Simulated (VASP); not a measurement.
**SiB6: single point with PBE**

SiB6:

```
Si B
1.0
     0.00000    3.00869    3.00869
     3.00869    0.00000    3.00869
     3.00869    3.00869    0.00000
Si B
1 6
Direct
  0.50000 0.50000 0.50000
  0.75000 0.75000 0.75000
  0.32162 0.32162 0.32162
  0.32162 0.32162 0.03515
  0.32162 0.03515 0.32162
  0.03515 0.32162 0.32162
  0.00000 0.00000 0.00000
```

The cell was built from a structure type or drawn by symmetry, and may not be a known phase.

| Property | Result |
| --- | --- |
| Program | VASP 6.6.1 |
| Task | single point |
| Functional | PBE |
| Potentials or basis | VASP PAW PBE potentials, release 64 (Si, B) |
| Cutoff | 520 eV |
| k mesh | 6 × 6 × 6 |
| Occupations | gaussian, width 0.1 eV |
| Spin | no spin polarisation |

The pressure is 152.8 GPa. The largest force is 40.447 eV/Å and the band gap on the k mesh is zero (bands 11 and 12 overlap by 2.79 eV).

Forces on the atoms (eV/Å):
```
Si    0.000   0.000   0.000
B     0.000   0.000   0.000
B    23.352  23.352  23.352
B   -23.352 -23.352  23.352
B   -23.352  23.352 -23.352
B    23.352 -23.352 -23.352
B     0.000   0.000   0.000
```

Levels at points of the mesh, in eV from the Fermi level:
| k point | band 9 | band 10 | band 11 | band 12 | band 13 | band 14 |
| --- | --- | --- | --- | --- | --- | --- |
| (0.00, 0.00, 0.00) | -3.06 | -0.95 | -0.40 | -0.40 | -0.40 | -0.21 |
| (0.50, 0.00, 0.00) | -3.01 | -1.11 | -0.28 | -0.28 | 2.71 | 2.71 |
| (0.50, 0.50, 0.00) | -1.36 | -1.11 | 1.53 | 1.87 | 1.87 | 3.09 |

It took 16 s on 1 thread of Intel(R) Xeon(R) Platinum 8488C (Sapphire Rapids) (shared host), peak memory 0.16 GiB.

Caveat: the cell stands under pressure; forces of over 1 eV/Å act on the atoms, so gaps and moduli don't describe the material at rest.
